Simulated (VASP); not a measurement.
Ti, 1 atom in the cell. Symmetry: I4/mmm, No. 139, tetragonal system. Conventional cell: a = 3.331 Å, b = 3.331 Å, c = 3.282 Å, α = 90.00°, β = 90.00°, γ = 90.00°. Ti (site symmetry 4/mmm) has 14 Ti at 2.87 to 3.33 Å within 3.8 Å.  This cell differs from its parent crystal: strain +0.0150 x Voigt [1, 1, 0, 0, 0, 0].

| Quantity | Value |
| --- | --- |
| Program | VASP 6.6.1 |
| Task | single point |
| Functional | r2SCAN |
| Potentials or basis | VASP PAW PBE potentials, release 64 (Ti_sv) |
| Cutoff | 520 eV |
| k mesh | 20 × 20 × 20 |
| Occupations | gaussian, width 0.15 eV |
| Spin | no spin polarisation |
| Dipole correction | no |
| Further INCAR settings | ALGO = Normal; EDIFF = 1e-06; NBANDS = 12 |

Potentials or basis: VASP PAW PBE potentials, release 64 (Ti_sv).

Command:

```bash
$ cat potpaw_PBE.64/Ti_sv/POTCAR > POTCAR
$ cp INCAR.step1 INCAR
$ mpirun -np 1 vasp_std > vasp.out
$ cp INCAR.step2 INCAR
$ mpirun -np 1 vasp_std > vasp.out
```

Hardware: 1 thread of Intel(R) Xeon(R) Platinum 8259CL CPU @ 2.50GHz (Skylake/Cascade Lake), on a shared host.

How long does it take, and how much memory?

It took 6.9 min on 1 thread of Intel(R) Xeon(R) Platinum 8259CL CPU @ 2.50GHz (Skylake/Cascade Lake), on a shared host, peak memory 0.25 GiB. Counts: k points 641.
